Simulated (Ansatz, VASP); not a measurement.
Two plane-wave programs on Hf

INCAR

```
PREC = Accurate ; ENCUT = 520
EDIFF = 1E-6 ; ISMEAR = -1
SIGMA = 0.1 ; LREAL = F
LASPH = T ; NELM = 60
ALGO = Normal ; ISIF = 2
LWAVE = F ; LCHARG = F
GGA = RE ; NBANDS = 22
```

Contents of KPOINTS:

```
regular mesh
0
Gamma
  8 8 11
```

Contents of POSCAR:

```
Hf
1.0
    4.8902365374      0.0000000000      0.0000000000
   -2.4451182687      4.2350690720      0.0000000000
    0.0000000000      0.0000000000      3.0341764240
Hf
3
Direct
    1.0000000000      1.0000000000      0.0000000000
    0.3333333333      0.6666666667      0.5000000000
    0.6666666667      0.3333333333      0.5000000000
```

Input for Ansatz:

```yaml
crystal:
  lattice:
    - [4.8902365374, 0.0, 0.0]
    - [-2.4451182687, 4.235069072, 0.0]
    - [0.0, 0.0, 3.034176424]
  atoms:
    - { symbol: Hf, position: [1.0, 1.0, 0.0] }
    - { symbol: Hf, position: [0.3333333333, 0.6666666667, 0.5] }
    - { symbol: Hf, position: [0.6666666667, 0.3333333333, 0.5] }
hamiltonian:
  xc: revpbe
  pseudopotentials:
    kind: paw
    azcp:
      Hf: "pseudopotentials/Hf.paw.azcp"
basis:
  ecutwfc: 420
  fft_grid_basis: typed
kpoints:
  mp_grid: { grid: [8, 8, 11], shift: [0, 0, 0] }
magnetization:
  spin_polarized: false
scf:
  occupations: { method: fermi_dirac, width: 0.1 }
  lower_state_search: "off"
output:
  stress: true
```

Alike in both runs: task single point; functional revPBE; k mesh 8 × 8 × 11; occupations fermi-dirac, width 0.1 eV; no spin polarisation.

|  | VASP | Ansatz |
| --- | --- | --- |
| version | VASP 6.6.1 | Ansatz 0.2.0 |
| potentials or method | VASP PAW PBE potentials, release 64 (Hf_pv), cutoff 520 eV | plane waves (420 eV) with PAW, scalar-relativistic |
| valence electrons in the cell | 30 | 78 |

VASP gave:

```
pressure (GPa)                                                : 9.5
traceless stress, the component that is largest in VASP (GPa) : 0.33
```

Task: Estimate Ansatz's values.

Result: Pressure (GPa): 10.0; traceless stress, the component that is largest in VASP (GPa): 0.18.

VASP's potentials were made for PBE, not for revPBE. VASP's potentials hold 30 valence electrons a cell and Ansatz's 78, so a difference there can come from the potentials and not from the codes.

Spin-orbit coupling is off throughout.
